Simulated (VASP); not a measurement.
MgZr2N: relaxation of cell and atoms with PBE

MgZr2N:

```
CELL_PARAMETERS angstrom
3.20308 0.00000 0.00000
-1.60154 2.77395 0.00000
0.00000 0.00000 8.12684
ATOMIC_POSITIONS crystal
Mg 0.33333 0.66667 0.00000
Zr 0.66667 0.33333 0.32470
Zr 0.66667 0.33333 0.67530
N 0.00000 0.00000 0.50000
```

The cell was generated, and may not be a known phase.

```
Program                : VASP 6.6.1
Task                   : relaxation of cell and atoms
Functional             : PBE
Potentials or basis    : VASP PAW PBE potentials, release 64 (Mg, Zr_sv, N)
Cutoff                 : 600 eV
k mesh                 : 18 × 18 × 6
Occupations            : gaussian, width 0.1 eV
Spin                   : no spin polarisation
Dipole correction      : no
Further INCAR settings : ALGO = Normal; EDIFF = 1e-07; IBRION = 2; EDIFFG = -0.01; NSW = 100; ISIF = 3
```

- Relaxed volume: 18.04 Å³/atom
- Relaxed cell: a = 3.197 Å, b = 3.197 Å, c = 8.154 Å, α = 90.00°, β = 90.00°, γ = 120.00°
- Space group after relaxing (to 0.1 Å): P-6m2 (No. 187)
- Energy gained by relaxing: 0.1 meV/atom
- Ionic steps: 4
- Pressure after relaxing: 0.0 GPa
- Largest force after relaxing: 0.003 eV/Å
- Band gap on the k mesh: zero (an odd number of electrons rules out a gap without spin polarisation)

Forces on the atoms (eV/Å):
```
Mg   0.000  0.000  0.000
Zr   0.000  0.000  0.003
Zr   0.000  0.000 -0.003
N    0.000  0.000  0.000
```

Step by step:
```
step  energy change (eV)  largest force (eV/Å)  pressure (GPa)  volume (Å³)
   1              0.0000                0.0052           -0.04        72.21
   2             -0.0004                0.0155            0.00        72.16
   3             -0.0004                0.0216            0.03        72.13
   4             -0.0005                0.0032            0.02        72.17
```

Final structure:
```yaml
crystal:
  lattice:
    - [3.19686, 0.00000, 0.00000]
    - [-1.59843, 2.76856, 0.00000]
    - [0.00000, 0.00000, 8.15437]
  atoms:
    - { symbol: Mg, position: [0.33333, 0.66667, 0.00000] }
    - { symbol: Zr, position: [0.66667, 0.33333, 0.32490] }
    - { symbol: Zr, position: [0.66667, 0.33333, 0.67510] }
    - { symbol: N, position: [0.00000, 0.00000, 0.50000] }
```

Levels at points of the mesh, in eV from the Fermi level:
| k point | band 14 | band 15 | band 16 | band 17 | band 18 | band 19 |
| --- | --- | --- | --- | --- | --- | --- |
| (0.00, 0.00, 0.00) | -1.87 | -1.13 | 1.26 | 1.26 | 1.76 | 1.76 |
| (0.50, 0.00, 0.00) | -1.19 | -0.84 | -0.50 | 0.29 | 2.71 | 3.36 |
| (0.00, 0.00, 0.50) | -2.61 | -1.11 | 1.26 | 1.26 | 1.65 | 1.77 |
| (0.50, 0.00, 0.50) | -1.14 | -0.86 | -0.24 | 0.33 | 1.56 | 3.24 |

It took 22 min on 1 thread of AMD EPYC 7R13, with other jobs on the host, peak memory 0.44 GiB.
